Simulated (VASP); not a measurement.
# K (I4/mmm) in VASP: a series of runs, part 2 of 2

VASP 6.6.1.

**3. Single point, LDA**

File INCAR:

```
PREC = Accurate ; ENCUT = 520
EDIFF = 1E-6 ; ISMEAR = 0
SIGMA = 0.15 ; LREAL = F
LASPH = T ; NELM = 100
ALGO = Fast ; ISIF = 2
LWAVE = F ; LCHARG = F
GGA = CA ; NBANDS = 10
```

File KPOINTS:

```
regular mesh
0
Gamma
  14 14 14
```

File POSCAR:

```
K
1.0
   -2.8440557675      2.8440557675      2.2183634987
    2.8440557675     -2.8440557675      2.2183634987
    2.8440557675      2.8440557675     -2.2183634987
K
1
Direct
    0.0000000000      0.0000000000      0.0000000000
```

Potentials or basis: VASP PAW LDA potentials, release 64 (K_sv).

Launch:

```console
$ cat potpaw_LDA.64/K_sv/POTCAR > POTCAR
$ mpirun -np 1 vasp_std > vasp.out
```

Run time: 59 s. Hardware: 1 thread of Intel Xeon 6975P-C (Granite Rapids), shared host; peak memory 0.29 GiB.

It converged, with:

- Free energy: -1.1444 eV
- Pressure: -0.4 GPa

Stress tensor (GPa, compression positive):
```
-0.53  0.00  0.00
 0.00 -0.53  0.00
 0.00  0.00 -0.01
```

Levels at points of the mesh, in eV from the Fermi level:
| k point | band 1 | band 2 | band 3 | band 4 | band 5 | band 6 | band 7 | band 8 | band 9 |
| --- | --- | --- | --- | --- | --- | --- | --- | --- | --- |
| (0.00, 0.00, 0.00) | -31.82 | -15.50 | -15.50 | -15.49 | -2.20 | 3.41 | 4.22 | 4.82 | 4.82 |
| (0.50, 0.00, 0.00) | -31.81 | -15.59 | -15.52 | -15.51 | 0.66 | 1.05 | 2.72 | 4.76 | 5.67 |
| (0.50, 0.50, 0.00) | -31.82 | -15.57 | -15.51 | -15.49 | 0.02 | 0.38 | 4.16 | 4.21 | 5.06 |
| (0.50, 0.50, 0.50) | -31.81 | -15.56 | -15.56 | -15.52 | 1.33 | 1.79 | 2.65 | 2.65 | 5.69 |

**4. Single point, LDA**

File INCAR:

```
SYSTEM = K
PREC     = Accurate       ! precision mode
ENCUT    = 520            ! plane-wave cutoff, eV
EDIFF    = 1E-6           ! SCF threshold, eV
ISMEAR   = 0              ! smearing method
SIGMA    = 0.15           ! smearing width, eV
LREAL    = .False.        ! projectors in reciprocal space
LASPH    = .True.         ! aspherical terms in the spheres
NELM     = 80             ! most SCF steps
ALGO     = Fast           ! electronic algorithm
ISIF     = 2              ! what is computed and relaxed
LWAVE    = .False.        ! write WAVECAR
LCHARG   = .False.        ! write CHGCAR
NBANDS   = 10             ! bands
```

File KPOINTS:

```
regular mesh
0
Gamma
  14 14 14
  0 0 0
```

File POSCAR:

```
K
1.0
   -2.3987695363      2.3987695363      3.1184003972
    2.3987695363     -2.3987695363      3.1184003972
    2.3987695363      2.3987695363     -3.1184003972
K
1
Direct
    0.0000000000      0.0000000000      0.0000000000
```

Launch:

```console
$ cat potpaw_LDA.64/K_sv/POTCAR > POTCAR
$ mpirun -np 1 vasp_std > vasp.out
```

Run time: 58 s. Hardware: 1 thread of Intel Xeon 6975P-C (Granite Rapids), shared host; peak memory 0.28 GiB.

Results (log left out):

```yaml
Free_energy: -1.1592 eV
Pressure: -0.4 GPa
```

Levels at points of the mesh, in eV from the Fermi level:
```csv
k point,band 1,band 2,band 3,band 4,band 5,band 6,band 7,band 8,band 9,band 10
"(0.00, 0.00, 0.00)",-31.81,-15.49,-15.49,-15.49,-2.21,4.03,4.03,4.32,5.06,5.53
"(0.50, 0.00, 0.00)",-31.80,-15.56,-15.50,-15.49,0.28,0.61,3.68,4.15,5.91,6.21
"(0.50, 0.50, 0.00)",-31.80,-15.56,-15.52,-15.50,0.78,1.24,2.38,5.16,5.24,5.41
"(0.50, 0.50, 0.50)",-31.80,-15.56,-15.52,-15.52,1.11,1.84,2.11,4.59,4.59,5.63
```

**5. Single point, LDA**

File INCAR:

```
SYSTEM = K
PREC = Accurate
ENCUT = 520
EDIFF = 1E-6
ISMEAR = 0
SIGMA = 0.15
LREAL = .False.
LASPH = .True.
NELM = 60
ALGO = Fast
ISIF = 2
LWAVE = .False.
LCHARG = .True.
LELF = .True.
LVHAR = .True.
NBANDS = 10
```

KPOINTS is that of step 4.

File POSCAR:

```
K
1.0
   -2.6917849860      2.6917849860      2.4764421872
    2.6917849860     -2.6917849860      2.4764421872
    2.6917849860      2.6917849860     -2.4764421872
K
1
Direct
    0.0000000000      0.0000000000      0.0000000000
```

Potentials or basis: VASP PAW LDA potentials, release 64 (K_sv).

Launch:

```console
$ cat potpaw_LDA.64/K_sv/POTCAR > POTCAR
$ mpirun -np 1 vasp_std > vasp.out
```

OUTCAR:

```text
SYSTEM = K
   PREC = Accurate
   ENCUT = 520
   EDIFF = 1E-6
   ISMEAR = 0
   LREAL = .False.
   LASPH = .True.
   NELM = 60
   ISIF = 2

 ion  position               nearest neighbor table
   1  0.000  0.000  0.000-

  LATTYP: Found a body centered tetragonal cell.
 ALAT       =     5.3835699720
 C/A-ratio  =     0.9200000000

  Lattice vectors:

 A1 = (  -2.6917849860,   2.6917849860,   2.4764421872)
[... 483 lines left out ...]
 k-point    24 :       0.2857    0.1429    0.0000
  band No.  band energies     occupation
      1     -32.0582      2.00000
      2     -15.8036      2.00000
      3     -15.7643      2.00000
      4     -15.7484      2.00000
      5      -0.6786      1.99994
      6       1.7814      0.00000
      7       2.5675      0.00000
      8       4.4502      0.00000
      9       4.8337      0.00000
     10       5.4837      0.00000

 [... further k-points ...]
[... 5 lines left out ...]
  --------------------------------------------------------------------------------------
  -------------------------------------------------------------------------------------
  Total       -0.1963520     -0.1963520     -0.1601786      0.0000000     -0.0000000      0.0000000
  in kB       -4.3830558     -4.3830558     -3.5755766      0.0000000     -0.0000000      0.0000000
  external PRESSURE =      -4.1138961 kB  Pullay stress =       0.0000000 kB

 VOLUME and BASIS-vectors are now :
 -----------------------------------------------------------------------------
  energy-cutoff  :      520.00
  volume of cell :       71.77
      direct lattice vectors                 reciprocal lattice vectors
    -2.691784986  2.691784986  2.476442187     0.000000000  0.185750349  0.201902553
     2.691784986 -2.691784986  2.476442187     0.185750349  0.000000000  0.201902553
     2.691784986  2.691784986 -2.476442187     0.185750349  0.185750349  0.000000000

 POSITION                                       TOTAL-FORCE (eV/Angst)
 -----------------------------------------------------------------------------------
      0.00000      0.00000      0.00000         0.000000     -0.000000     -0.000000
 -----------------------------------------------------------------------------------
    total drift:                               -0.000000      0.000000      0.000000

  FREE ENERGIE OF THE ION-ELECTRON SYSTEM (eV)
  ---------------------------------------------------
  free  energy   TOTEN  =        -1.1576907551 eV

  energy  without entropy=       -1.1490776067  energy(sigma->0) =       -1.15338418
```

OSZICAR:

```text
N       E                     dE             d eps       ncg     rms          rms(c)
DAV:   1     0.508590992859E+02    0.50859E+02   -0.35623E+03  4880   0.690E+02
DAV:   2     0.683336034722E+00   -0.50176E+02   -0.49198E+02  5170   0.210E+02
DAV:   3    -0.109515054847E+01   -0.17785E+01   -0.17716E+01  7500   0.300E+01
DAV:   4    -0.115746482431E+01   -0.62314E-01   -0.61974E-01  6892   0.492E+00
DAV:   5    -0.115888511794E+01   -0.14203E-02   -0.14190E-02  7644   0.509E-01    0.215E+00
RMM:   6    -0.115793126145E+01    0.95386E-03   -0.10834E-03  6732   0.224E-01    0.136E+00
RMM:   7    -0.115762355561E+01    0.30771E-03   -0.26839E-03  7211   0.323E-01    0.771E-02
RMM:   8    -0.115766927944E+01   -0.45724E-04   -0.44423E-04  7838   0.168E-01    0.254E-02
RMM:   9    -0.115768840901E+01   -0.19130E-04   -0.72835E-05  7956   0.638E-02    0.126E-02
RMM:  10    -0.115769022629E+01   -0.18173E-05   -0.33383E-05  8160   0.344E-02    0.580E-03
RMM:  11    -0.115769075505E+01   -0.52876E-06   -0.57624E-06  7423   0.132E-02
   1 F= -.11576908E+01 E0= -.11533842E+01  d E =-.861315E-02
```

Wall time 59 s (1 thread of Intel Xeon 6975P-C (Granite Rapids), shared host); peak memory 0.29 GiB.

Results:

* Free energy: -1.1577 eV
* Pressure: -0.4 GPa

**6. The runs side by side**

```csv
cell,gap on the mesh (eV),pressure (GPa)
"a = 4.560 Å, angles 105.4, 105.4, 118.0°, 1 atom",none,-0.4
"a = 4.593 Å, angles 103.5, 103.5, 122.2°, 1 atom",none,-0.4
"a = 4.608 Å, angles 117.3, 117.3, 94.8°, 1 atom",none,-0.4
"a = 4.541 Å, angles 107.3, 107.3, 113.9°, 1 atom",none,-0.4
```

Alike in all rows: task single point; level LDA; potentials or basis VASP PAW LDA potentials, release 64 (K_sv); no spin polarisation; k mesh 14 × 14 × 14; cutoff (eV) 520; smearing gaussian 0.15 eV.

Total energies depend on the potentials used, so only differences within one code and one set of settings carry meaning.
